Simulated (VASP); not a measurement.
# TiAl3 (P6_3/mmc) in VASP: notebook, part 2 of 2

VASP 6.6.1.

**4. Relaxation of cell and atoms, PBE**

Contents of INCAR:

```
SYSTEM = TiAl3
PREC     = Accurate       ! precision mode
ENCUT    = 600            ! plane-wave cutoff, eV
EDIFF    = 1E-6           ! SCF threshold, eV
ISMEAR   = 0              ! smearing method
SIGMA    = 0.1            ! smearing width, eV
LREAL    = .False.        ! projectors in reciprocal space
LASPH    = .True.         ! aspherical terms in the spheres
NELM     = 60             ! most SCF steps
ALGO     = Fast           ! electronic algorithm
ISIF     = 3              ! what is computed and relaxed
LWAVE    = .False.        ! write WAVECAR
LCHARG   = .False.        ! write CHGCAR
GGA      = PE             ! functional
IBRION   = 2              ! ionic algorithm
NSW      = 100            ! ionic steps
EDIFFG   = -0.01          ! ionic threshold
```

Contents of KPOINTS:

```
Automatic mesh
0
Gamma
  12 12 2
  0 0 0
```

Contents of POSCAR:

```
TiAl3
1.0
    2.9046225676      0.0000000000      0.0000000000
   -1.4523112838      2.5154769319      0.0000000000
    0.0000000000      0.0000000000     18.3129860811
Ti Al
2 6
Direct
    0.0000000000      0.0000000000      0.0000000000
    0.0000000000      0.0000000000      0.5000000000
    0.3333333333      0.6666666667      0.1243168397
    0.6666666667      0.3333333333      0.6243168397
    0.3333333333      0.6666666667      0.3756831603
    0.6666666667      0.3333333333      0.8756831603
    0.3333333333      0.6666666667      0.7500000000
    0.6666666667      0.3333333333      0.2500000000
```

Potentials or basis: VASP PAW PBE potentials, release 64 (Ti_sv, Al).

Run with:

```console
$ cat potpaw_PBE.64/Ti_sv/POTCAR potpaw_PBE.64/Al/POTCAR > POTCAR
$ mpirun -np 1 vasp_std > vasp.out
```

OUTCAR:

```text
SYSTEM = TiAl3
   PREC = Accurate
   ENCUT = 600
   EDIFF = 1E-6
   ISMEAR = 0
   LREAL = .False.
   LASPH = .True.
   NELM = 60
   ISIF = 3
   GGA = PE
   IBRION = 2
   NSW = 100
   EDIFFG = -0.01

 ion  position               nearest neighbor table
   1  0.000  0.000  0.000-   3 2.83   6 2.83   3 2.83   6 2.83   6 2.83   3 2.83
   2  0.000  0.000  0.500-   4 2.83   5 2.83   5 2.83   4 2.83   4 2.83   5 2.83
   3  0.333  0.667  0.124-   1 2.83   1 2.83   1 2.83   8 2.85   8 2.85   8 2.85
   4  0.667  0.333  0.624-   2 2.83   2 2.83   2 2.83   7 2.85   7 2.85   7 2.85
   5  0.333  0.667  0.376-   2 2.83   2 2.83   2 2.83   8 2.85   8 2.85   8 2.85
   6  0.667  0.333  0.876-   1 2.83   1 2.83   1 2.83   7 2.85   7 2.85   7 2.85
   7  0.333  0.667  0.750-   4 2.85   6 2.85   4 2.85   6 2.85   4 2.85   6 2.85
   8  0.667  0.333  0.250-   3 2.85   5 2.85   3 2.85   5 2.85   3 2.85   5 2.85

  LATTYP: Found a hexagonal cell.
 ALAT       =     2.9046225676
 C/A-ratio  =     6.3047730488

[... 373 lines left out ...]
  energy without entropy =      -38.89436502  energy(sigma->0) =      -38.90843859

 E-fermi :   7.9257     XC(G=0): -10.5254

 val. band max:        7.9174753535   @ k =   0.2500   0.0000   0.0000
 cond. band min:       7.9487454981   @ k =   0.2500   0.1667   0.0000
 fundamental gap:      0.0312701446
 Fermi energy:         7.9257170451

 k-point     1 :       0.0000    0.0000    0.0000
  band No.  band energies     occupation
      1     -48.7303      2.00000
      2     -48.7303      2.00000
      3     -25.0628      2.00000
      4     -25.0628      2.00000
      5     -24.6802      2.00000
      6     -24.6802      2.00000
[... 685 lines left out ...]
     25       9.7794      0.00000
     26       9.7803      0.00000

 [... further k-points ...]

------------------------ aborting loop because EDIFF is reached ----------------------------------------

  FORCE on cell =-STRESS in cart. coord.  units (eV):
  Direction    XX          YY          ZZ          XY          YZ          ZX
  --------------------------------------------------------------------------------------
  -------------------------------------------------------------------------------------
  Total       -0.0262955     -0.0262955     -0.0189593     -0.0000000      0.0000000      0.0000000
  in kB       -0.3146460     -0.3146460     -0.2268624     -0.0000000      0.0000000      0.0000000
  external PRESSURE =      -0.2853848 kB  Pullay stress =       0.0000000 kB
[... 23 lines left out ...]
  FREE ENERGIE OF THE ION-ELECTRON SYSTEM (eV)
  ---------------------------------------------------
  free  energy   TOTEN  =       -38.9225121551 eV

  energy  without entropy=      -38.8943650170  energy(sigma->0) =      -38.90843859

 reached required accuracy - stopping structural energy minimisation
```

CONTCAR:

```text
TiAl3
   1.00000000000000
     2.9127737303119985    0.0000000000000000   -0.0000000000000000
    -1.4563868651559992    2.5225360458785735    0.0000000000000000
    -0.0000000000000000    0.0000000000000000   18.2232724659878471
  Ti              Al
     2     6
Direct
     0.0000000000000000    0.0000000000000000    0.0000000000000000
     0.0000000000000000    0.0000000000000000    0.5000000000000000
     0.3333333332999970    0.6666666667000030    0.1241813885354467
     0.6666666667000030    0.3333333332999970    0.6241813885354467
     0.3333333332999970    0.6666666667000030    0.3758186114645534
     0.6666666667000030    0.3333333332999970    0.8758186114645533
     0.3333333332999970    0.6666666667000030    0.7500000000000000
     0.6666666667000030    0.3333333332999970    0.2500000000000000

  0.00000000E+00  0.00000000E+00  0.00000000E+00
  0.00000000E+00  0.00000000E+00  0.00000000E+00
  0.00000000E+00  0.00000000E+00  0.00000000E+00
  0.00000000E+00  0.00000000E+00  0.00000000E+00
  0.00000000E+00  0.00000000E+00  0.00000000E+00
  0.00000000E+00  0.00000000E+00  0.00000000E+00
  0.00000000E+00  0.00000000E+00  0.00000000E+00
  0.00000000E+00  0.00000000E+00  0.00000000E+00
```

Run time: 16 min. Hardware: 1 thread of Intel Xeon 6975P-C, shared host; peak memory 0.39 GiB.

Results:

```yaml
Free_energy: -38.9225 eV
Relaxed_volume: 16.74 Å³/atom
Relaxed_cell: a = 2.913 Å, b = 2.913 Å, c = 18.223 Å, α = 90.00°, β = 90.00°, γ = 120.00°
Space_group_after_relaxing_to_0.05_Å: P6_3/mmc (No. 194)
Energy_gained_by_relaxing: 0.4 meV/atom
Ionic_steps: 5
Pressure_after_relaxing: 0.0 GPa
Largest_force_after_relaxing: 0.008 eV/Å
Band_gap_on_the_k_mesh: zero (band 21 reaches 9.02 eV, above the bottom of band 22 at 6.59 eV)
```

Forces on the atoms (eV/Å):
```
Ti   0.000  0.000  0.000
Ti   0.000  0.000  0.000
Al   0.000  0.000 -0.008
Al   0.000  0.000 -0.008
Al   0.000  0.000  0.008
Al   0.000  0.000  0.008
Al   0.000  0.000  0.000
Al   0.000  0.000  0.000
```

Step by step:
```csv
step,energy change (eV),largest force (eV/Å),pressure (GPa),volume (Å³)
1,0.0000,0.0375,-0.05,133.80
2,-0.0032,0.0117,0.09,133.70
3,-0.0032,0.0094,0.10,133.69
4,-0.0032,0.0084,0.10,133.69
5,-0.0033,0.0077,-0.03,133.90
```

Final structure:
```xyz
8
Lattice="2.9128 0.0000 0.0000 -1.4564 2.5225 0.0000 0.0000 0.0000 18.2233" Properties=species:S:1:pos:R:3 pbc="T T T"
Ti    0.0000    0.0000    0.0000
Ti    0.0000    0.0000    9.1116
Al    0.0000    1.6817    2.2630
Al    1.4564    0.8408   11.3746
Al    0.0000    1.6817    6.8486
Al    1.4564    0.8408   15.9603
Al    0.0000    1.6817   13.6675
Al    1.4564    0.8408    4.5558
```

Levels at points of the mesh, in eV from the Fermi level:
| k point | band 18 | band 19 | band 20 | band 21 | band 22 | band 23 |
| --- | --- | --- | --- | --- | --- | --- |
| (0.00, 0.00, 0.00) | -1.25 | 0.86 | 1.10 | 1.10 | 1.10 | 1.10 |
| (0.50, 0.00, 0.00) | -2.11 | -1.51 | -1.40 | -0.70 | -0.68 | -0.63 |
| (0.00, 0.00, 0.50) | -1.71 | 0.98 | 0.98 | 1.10 | 1.10 | 1.10 |
| (0.50, 0.00, 0.50) | -2.13 | -1.70 | -1.70 | -0.71 | -0.71 | -0.11 |

**5. Summary**

```tsv
task	spin	cell	k mesh	cutoff (eV)	gap on the mesh (eV)	pressure (GPa)	relaxed volume (Å³/atom)	largest force (eV/Å)
single point	collinear, ferromagnetic start	a = 2.905, b = 2.905, c = 18.313 Å, angles 90.0, 90.0, 120.0°, 8 atoms	6 × 6 × 1	520	none	0.1	-	0.04
relaxation of cell and atoms	off	relaxed from a = 2.920, b = 2.920, c = 14.049 Å, angles 90.0, 90.0, 120.0°, 8 atoms	6 × 6 × 2	600	none	0.0	16.71	-
relaxation of cell and atoms	off	relaxed from a = 2.905, b = 2.905, c = 18.313 Å, angles 90.0, 90.0, 120.0°, 8 atoms	12 × 12 × 2	600	none	0.0	16.74	0.01
```

Alike in all rows: level PBE; potentials or basis VASP PAW PBE potentials, release 64 (Ti_sv, Al); smearing gaussian 0.1 eV.

Caveats: some runs use coarse meshes; the volume moved by over 15 % at a fixed basis, so the end points are rough (some runs).

Absolute energies hang on the potentials; compare differences alone.
